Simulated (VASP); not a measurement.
# Sb (F-43m) in VASP: notebook, part 3 of 3

VASP 6.6.1. The steps go on from the part before.

## Step 6: Relaxation of cell and atoms, PBE

This run uses another cell than the first one, of 53.85 Å³/atom.

Input file INCAR:

```
PREC = Accurate ; ENCUT = 600
EDIFF = 1E-7 ; ISMEAR = 0
SIGMA = 0.02 ; LREAL = False
LASPH = True ; NELM = 100
ALGO = Normal ; ISIF = 3
LWAVE = False ; LCHARG = False
GGA = PE ; IBRION = 2
NSW = 100 ; EDIFFG = -0.01
```

Input file KPOINTS:

```
regular mesh
0
Gamma
  6 6 6
```

Input file POSCAR:

```
Sb
1.0
    0.0000000000      4.7577753591      4.7577753591
    4.7577753591      0.0000000000      4.7577753591
    4.7577753591      4.7577753591      0.0000000000
Sb
4
Direct
    0.8565931243      0.4302206271      0.8565931243
    0.8565931243      0.8565931243      0.8565931243
    0.4302206271      0.8565931243      0.8565931243
    0.8565931243      0.8565931243      0.4302206271
```

Potentials or basis: VASP PAW PBE potentials, release 64 (Sb).

The run is started by

```
cat potpaw_PBE.64/Sb/POTCAR > POTCAR
mpirun -np 1 vasp_std > vasp.out
```

OUTCAR:

```text
PREC = Accurate
   ENCUT = 600
   EDIFF = 1E-7
   ISMEAR = 0
   LREAL = False
   LASPH = True
   NELM = 100
   ISIF = 3
   GGA = PE
   IBRION = 2
   NSW = 100
   EDIFFG = -0.01

 ion  position               nearest neighbor table
   1  0.857  0.430  0.857-   2 2.87   3 2.87   4 2.87
   2  0.857  0.857  0.857-   1 2.87   3 2.87   4 2.87
   3  0.430  0.857  0.857-   1 2.87   2 2.87   4 2.87
   4  0.857  0.857  0.430-   1 2.87   2 2.87   3 2.87

  LATTYP: Found a face centered cubic cell.
 ALAT       =     9.5155507182

  Lattice vectors:

 A1 = (   0.0000000000,   4.7577753591,   4.7577753591)
 A2 = (   4.7577753591,   0.0000000000,   4.7577753591)
 A3 = (   4.7577753591,   4.7577753591,   0.0000000000)

Analysis of symmetry for initial positions (statically):
=====================================================================
 Subroutine PRICEL returns:
 Original cell was already a primitive cell.

 Routine SETGRP: Setting up the symmetry group for a
 face centered cubic supercell.

 Subroutine GETGRP returns: Found 24 space group operations
 (whereof 24 operations were pure point group operations)
 out of a pool of 48 trial point group operations.

[... 152 lines left out ...]

 Free energy of the ion-electron system (eV)
  ---------------------------------------------------
  ext. energy  EPLUGINS =         0.00000000
  ---------------------------------------------------
  free energy    TOTEN  =       -15.56948038 eV

  energy without entropy =      -15.56948038  energy(sigma->0) =      -15.56948038

------------------------ aborting loop because EDIFF is reached ----------------------------------------

  FORCE on cell =-STRESS in cart. coord.  units (eV):
  Direction    XX          YY          ZZ          XY          YZ          ZX
  --------------------------------------------------------------------------------------
  -------------------------------------------------------------------------------------
  Total        0.1117355      0.1117355      0.1117355      0.0000000      0.0000000      0.0000000
  in kB        0.8311126      0.8311126      0.8311126      0.0000000      0.0000000      0.0000000
  external PRESSURE =       0.8311126 kB  Pullay stress =       0.0000000 kB
[... 63 lines left out ...]
--------------------------------------- Ionic step        3  -------------------------------------------

 number of electron      20.0000000 magnetization

 Free energy of the ion-electron system (eV)
  ---------------------------------------------------
  ext. energy  EPLUGINS =         0.00000000
  ---------------------------------------------------
  free energy    TOTEN  =       -15.56968465 eV

  energy without entropy =      -15.56968465  energy(sigma->0) =      -15.56968465

 E-fermi :   1.3041     XC(G=0):  -6.6376

 val. band max:        1.1941689717   @ k =   0.5000   0.5000   0.0000
 cond. band min:       2.6980751772   @ k =   0.5000   0.0000   0.0000
 fundamental gap:      1.5039062055
 Fermi energy:         1.3041346935

 k-point     1 :       0.0000    0.0000    0.0000
  band No.  band energies     occupation
      1     -10.0288      2.00000
      2      -5.8072      2.00000
      3      -5.8072      2.00000
      4      -5.8072      2.00000
      5      -2.7946      2.00000
      6      -0.7630      2.00000
      7      -0.7630      2.00000
      8      -0.7630      2.00000
      9       0.4460      2.00000
     10       0.4460      2.00000
     11       4.7292      0.00000
     12       5.2579      0.00000
     13       5.2579      0.00000
     14       5.2579      0.00000
[... 284 lines left out ...]
  FREE ENERGIE OF THE ION-ELECTRON SYSTEM (eV)
  ---------------------------------------------------
  free  energy   TOTEN  =       -15.5696846522 eV

  energy  without entropy=      -15.5696846522  energy(sigma->0) =      -15.56968465

 reached required accuracy - stopping structural energy minimisation
```

CONTCAR:

```text
Sb
   1.00000000000000
     0.0000000000000000    4.7605136292949695    4.7605136292949695
     4.7605136292949695    0.0000000000000000    4.7605136292949695
     4.7605136292949695    4.7605136292949695    0.0000000000000000
  Sb
     4
Direct
     0.8566582903160447    0.4300251290518587    0.8566582903160447
     0.8566582903160447    0.8566582903160447    0.8566582903160447
     0.4300251290518587    0.8566582903160447    0.8566582903160447
     0.8566582903160447    0.8566582903160447    0.4300251290518587

  0.00000000E+00  0.00000000E+00  0.00000000E+00
  0.00000000E+00  0.00000000E+00  0.00000000E+00
  0.00000000E+00  0.00000000E+00  0.00000000E+00
  0.00000000E+00  0.00000000E+00  0.00000000E+00
```

Wall time 2.6 min (1 thread of AMD EPYC 7R13 (Zen 3), shared host); peak memory 0.39 GiB.

Results:

| Quantity | Value |
| --- | --- |
| Free energy | -15.5697 eV |
| Relaxed volume | 53.94 Å³/atom |
| Relaxed cell | a = 6.732 Å, b = 6.732 Å, c = 6.732 Å, α = 60.00°, β = 60.00°, γ = 60.00° |
| Space group after relaxing (to 0.1 Å) | F-43m (No. 216) |
| Energy gained by relaxing | 0.1 meV/atom |
| Ionic steps | 3 |
| Pressure after relaxing | 0.0 GPa |
| Largest force after relaxing | 0.007 eV/Å |
| Band gap on the k mesh | 1.50 eV (least direct gap 1.59 eV) |

Forces on the atoms (eV/Å):
```
Sb  -0.004  0.004 -0.004
Sb   0.004  0.004  0.004
Sb   0.004 -0.004 -0.004
Sb  -0.004 -0.004  0.004
```

Step by step:
| step | energy change (eV) | largest force (eV/Å) | pressure (GPa) | volume (Å³) |
| --- | --- | --- | --- | --- |
| 1 | 0.0000 | 0.0520 | 0.08 | 215.40 |
| 2 | 0.0001 | 0.0524 | -0.12 | 216.27 |
| 3 | -0.0002 | 0.0071 | 0.00 | 215.77 |

Final structure:
```
CELL_PARAMETERS angstrom
0.00000 4.76051 4.76051
4.76051 0.00000 4.76051
4.76051 4.76051 0.00000
ATOMIC_POSITIONS crystal
Sb 0.85666 0.43003 0.85666
Sb 0.85666 0.85666 0.85666
Sb 0.43003 0.85666 0.85666
Sb 0.85666 0.85666 0.43003
```

Levels at points of the mesh, in eV from the valence-band top:
```csv
k point,band 7,band 8,band 9,band 10,band 11,band 12,band 13,band 14
"(0.00, 0.00, 0.00)",-1.96,-1.96,-0.75,-0.75,3.53,4.06,4.06,4.06
"(0.50, 0.00, 0.00)",-1.56,-0.91,-0.26,-0.26,1.50,1.84,1.84,4.12
"(0.50, 0.50, 0.00)",-0.66,-0.66,-0.60,0.00,1.59,1.67,1.67,2.05
```

Caveat: spin-orbit coupling is left out, which moves the levels of the heavy elements.

## Step 7: Relaxation of cell and atoms, PBE

This run uses another cell than the first one, of 57.57 Å³/atom.

Input file INCAR:

```
SYSTEM = Sb
PREC = Accurate
ENCUT = 600
EDIFF = 1E-6
ISMEAR = 0
SIGMA = 0.02
LREAL = .False.
LASPH = .True.
NELM = 100
ALGO = Normal
ISIF = 3
LWAVE = .False.
LCHARG = .False.
GGA = PE
IBRION = 2
NSW = 100
EDIFFG = -0.01
```

Input file KPOINTS:

```
regular mesh
0
Gamma
  6 6 6
  0 0 0
```

Input file POSCAR:

```
Sb
1.0
    0.0000000000      4.8648802374      4.8648802374
    4.8648802374      0.0000000000      4.8648802374
    4.8648802374      4.8648802374      0.0000000000
Sb
4
Direct
    0.8539334516      0.4381996451      0.8539334516
    0.8539334516      0.8539334516      0.8539334516
    0.4381996451      0.8539334516      0.8539334516
    0.8539334516      0.8539334516      0.4381996451
```

The run is started by

```
cat potpaw_PBE.64/Sb/POTCAR > POTCAR
mpirun -np 1 vasp_std > vasp.out
```

Run time: 7.3 min. Hardware: 1 thread of AMD EPYC 7R13 (Zen 3), shared host; peak memory 0.43 GiB.

The run converged. Its results:

```yaml
Free_energy: -15.5699 eV
Relaxed_volume: 53.84 Å³/atom
Relaxed_cell: a = 6.728 Å, b = 6.728 Å, c = 6.728 Å, α = 60.00°, β = 60.00°, γ = 60.00°
Space_group_after_relaxing_to_0.1_Å: F-43m (No. 216)
Energy_gained_by_relaxing: 2.6 meV/atom
Ionic_steps: 10
Pressure_after_relaxing: 0.0 GPa
Band_gap_on_the_k_mesh: 1.50 eV (least direct gap 1.58 eV)
```

Step by step:
| step | energy change (eV) | largest force (eV/Å) | pressure (GPa) | volume (Å³) |
| --- | --- | --- | --- | --- |
| 1 | 0.0000 | 0.1191 | 0.05 | 230.27 |
| 2 | -0.0006 | 0.0380 | -0.23 | 230.82 |
| 3 | -0.0009 | 0.0201 | -0.13 | 230.61 |
| 4 | -0.0021 | 0.0203 | -0.12 | 229.42 |
| 5 | -0.0052 | 0.0223 | -0.09 | 225.88 |
| 6 | -0.0094 | 0.0307 | 0.00 | 218.90 |
| 7 | -0.0046 | 0.0572 | 0.31 | 205.37 |
| 8 | -0.0100 | 0.0486 | 0.08 | 215.58 |
| 9 | -0.0083 | 0.1356 | -0.25 | 214.72 |
| 10 | -0.0102 | 0.0010 | -0.01 | 215.36 |

Final structure:
```
Sb
1.0
     0.00000    4.75751    4.75751
     4.75751    0.00000    4.75751
     4.75751    4.75751    0.00000
Sb
4
Direct
  0.85675 0.42976 0.85675
  0.85675 0.85675 0.85675
  0.42976 0.85675 0.85675
  0.85675 0.85675 0.42976
```

Levels at points of the mesh, in eV from the valence-band top:
```csv
k point,band 6,band 7,band 8,band 9,band 10,band 11,band 12,band 13,band 14
"(0.00, 0.00, 0.00)",-1.96,-1.96,-1.96,-0.75,-0.75,3.53,4.07,4.07,4.07
"(0.50, 0.00, 0.00)",-1.56,-1.56,-0.90,-0.26,-0.26,1.50,1.83,1.83,4.12
"(0.50, 0.50, 0.00)",-2.19,-0.66,-0.66,-0.60,0.00,1.58,1.66,1.66,2.04
```

Caveat: spin-orbit coupling is left out, which moves the levels of the heavy elements. A k mesh can miss the band edges.

## Step 8: Summary

| task | cell | k mesh | cutoff (eV) | smearing | gap on the mesh (eV) | pressure (GPa) | relaxed volume (Å³/atom) | largest force (eV/Å) |
| --- | --- | --- | --- | --- | --- | --- | --- | --- |
| single point | a = 5.855 Å, angles 60.0°, 4 atoms, atomic positions A | 4 × 4 × 4 | 520 | gaussian 0.1 eV | 0.62 | 13.0 | - | 0.21 |
| single point | a = 6.880 Å, angles 60.0°, 4 atoms, atomic positions B | 4 × 4 × 4 | 520 | gaussian 0.1 eV | 1.73 | 0.1 | - | 0.06 |
| relaxation of cell and atoms | relaxed from a = 5.855 Å, angles 60.0°, 4 atoms, atomic positions A | 4 × 4 × 4 | 600 | gaussian 0.1 eV | 1.68 | 0.0 | 57.01 | 0.01 |
| single point | a = 6.729 Å, angles 60.0°, 4 atoms, atomic positions C | 6 × 6 × 6 | 520 | gaussian 0.02 eV | 1.51 | 0.1 | - | 0.05 |
| relaxation of cell and atoms | relaxed from a = 6.729 Å, angles 60.0°, 4 atoms, atomic positions C | 6 × 6 × 6 | 600 | gaussian 0.02 eV | 1.50 | 0.0 | 53.94 | 0.01 |
| relaxation of cell and atoms | relaxed from a = 6.880 Å, angles 60.0°, 4 atoms, atomic positions B | 6 × 6 × 6 | 600 | gaussian 0.02 eV | 1.50 | 0.0 | 53.84 | - |

Alike in all rows: level PBE; potentials or basis VASP PAW PBE potentials, release 64 (Sb); no spin polarisation.

Caveats: spin-orbit coupling is left out, which moves the levels of the heavy elements; the cell stands under pressure (at least some runs); semilocal functionals underestimate gaps, and a narrow one can read as zero (at least some runs); the volume moved by over 15 % at a fixed basis, so the end points are rough (at least some runs).

Absolute energies hang on the potentials; compare differences alone.
